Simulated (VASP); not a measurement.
Write the native input for VASP 6.6.1 that does the following.

| Item | Value |
| --- | --- |
| Task | single point |
| Functional | PBE |
| Potentials or basis | VASP PAW PBE potentials, release 64 (Cl, Li_sv) |
| Cutoff | 520 eV |
| k mesh | 9 × 9 × 9 |
| Occupations | gaussian, width 0.022 eV |
| Spin | no spin polarisation |
| Dipole correction | no |
| Further INCAR settings | ALGO = Normal; EDIFF = 1e-06; NBANDS = 12 |

The structure of LiCl lies in POSCAR:

```
LiCl
1.0
    0.0000000000      2.5647700000      2.5647700000
    2.5647700000      0.0000000000      2.5647700000
    2.5647700000      2.5647700000      0.0000000000
Cl Li
1 1
Direct
    0.5000000000      0.5000000000      0.5000000000
    0.0000000000      0.0000000000      0.0000000000
```

One way to write it, as run:

INCAR

```
PREC = Accurate
ENCUT = 520
EDIFF = 1E-6
ISMEAR = 0
SIGMA = 0.022
LREAL = F
LASPH = T
NELM = 80
ALGO = Normal
ISIF = 2
LWAVE = F
LCHARG = F
GGA = PE
NBANDS = 12
```

KPOINTS

```
regular mesh
0
Gamma
  9 9 9
```

Potentials or basis: VASP PAW PBE potentials, release 64 (Cl, Li_sv).

Command:

```console
$ cat potpaw_PBE.64/Cl/POTCAR potpaw_PBE.64/Li_sv/POTCAR > POTCAR
$ mpirun -np 1 vasp_std > vasp.out
```

It gave:

- Band gap on the k mesh: 6.34 eV, direct

It took 11 s on 1 thread of AMD EPYC 7R13 Processor (Zen 3), with other jobs on the host, peak memory 0.12 GiB.
